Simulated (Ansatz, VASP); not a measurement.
## One calculation of TiO2, two programs

The input INCAR:

```
ALGO = Normal ; EDIFF = 1E-6
ENCUT = 520 ; GGA = PE
ISIF = 2 ; ISMEAR = -1
LASPH = True ; LCHARG = False
LREAL = False ; LWAVE = False
NBANDS = 33 ; NELM = 80
PREC = Accurate ; SIGMA = 0.05
```

Contents of KPOINTS:

```
k-points
0
Gamma
  7 7 10
```

The input POSCAR:

```
TiO2
1.0
    4.6399400000      0.0000000000      0.0000000000
    0.0000000000      4.6399400000      0.0000000000
    0.0000000000      0.0000000000      2.9590000000
Ti O
2 4
Direct
    0.0000000000      0.0000000000      0.0000000000
    0.5000000000      0.5000000000      0.5000000000
    0.3060000000      0.3060000000      0.0000000000
    0.1940000000      0.8060000000      0.5000000000
    0.6940000000      0.6940000000      0.0000000000
    0.8060000000      0.1940000000      0.5000000000
```

Input for Ansatz:

```yaml
crystal:
  lattice:
    - [4.63994, 0.0, 0.0]
    - [0.0, 4.63994, 0.0]
    - [0.0, 0.0, 2.959]
  atoms:
    - { symbol: Ti, position: [0.0, 0.0, 0.0] }
    - { symbol: Ti, position: [0.5, 0.5, 0.5] }
    - { symbol: O, position: [0.306, 0.306, 0.0] }
    - { symbol: O, position: [0.194, 0.806, 0.5] }
    - { symbol: O, position: [0.694, 0.694, 0.0] }
    - { symbol: O, position: [0.806, 0.194, 0.5] }
kpoints:
  mp_grid: { grid: [7, 7, 10] }
  band_path:
    path:
      - [0.0, 0.0, 0.0]
      - [0.0, 0.5, 0.0]
      - [0.5, 0.5, 0.0]
      - [0.0, 0.0, 0.0]
      - [0.0, 0.0, 0.5]
      - [0.0, 0.5, 0.5]
      - [0.5, 0.5, 0.5]
      - [0.0, 0.0, 0.5]
      - [0.0, 0.5, 0.0]
    npoints: 5
scf:
  occupations: { method: fermi_dirac, width: 0.05 }
hamiltonian:
  xc: pbe
  pseudopotentials: { kind: all_electron, lapw: { basis_error: 0.0005 } }
output:
  forces: true
  stress: true
  eigenvalues: true
```

Change from the starting cell: equal xx and yy strain of +1 %.

Alike in both runs: task single point; functional PBE; k mesh 7 × 7 × 10; occupations fermi-dirac, width 0.05 eV; no spin polarisation.

|  | VASP | Ansatz |
| --- | --- | --- |
| version | VASP 6.6.1 | Ansatz 0.2.0 |
| potentials or method | VASP PAW PBE potentials, release 64 (Ti_sv, O), cutoff 520 eV | all-electron LAPW, scalar-relativistic |

```tsv
	VASP	Ansatz	Ansatz less VASP
gap on the k mesh at the Fermi level (eV)	1.88	1.90	+0.019
pressure (GPa)	1.7	1.1	-0.66
traceless stress, the component that is largest in VASP (GPa)	0.53	0.28	-0.251
rms of the force components (eV/Å)	0.075	0.059	-0.0151
```

Atom by atom the forces differ by 0.015 eV/Å (rms over components). Ansatz ran all-electron here, and VASP with PAW potentials.
